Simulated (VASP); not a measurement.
Here is a VASP 6.6.1 calculation.

The input INCAR:

```
  PREC = Accurate
  ENCUT = 520
  EDIFF = 1E-7
  ISMEAR = 0
  SIGMA = 0.02
  LREAL = False
  LASPH = True
  NELM = 60
  ALGO = Normal
  ISIF = 2
  LWAVE = False
  LCHARG = False
  GGA = PS
  NBANDS = 16
```

Contents of KPOINTS:

```
Automatic mesh
0
Gamma
  10 10 10
```

The input POSCAR:

```
GaN
1.0
    0.0000000000      2.2056587896      2.2056587896
    2.2056587896      0.0000000000      2.2056587896
    2.2056587896      2.2056587896      0.0000000000
Ga N
1 1
Direct
    0.0000000000      0.0000000000      0.0000000000
    0.7500000000      0.7500000000      0.7500000000
```

Potentials or basis: VASP PAW PBE potentials, release 64 (Ga_d, N).

The run is started by

```bash
$ cat potpaw_PBE.64/Ga_d/POTCAR potpaw_PBE.64/N/POTCAR > POTCAR
$ mpirun -np 1 vasp_std > vasp.out
```

(1) Estimate the band gap on the k mesh.

(2) Predict the pressure.

Results:

(1) 2.09 eV, direct.

(2) 12.2 GPa.

Caveat: the cell differs from its parent crystal (strained); the PAW data sets were made with another functional, which shifts forces and pressure a little.
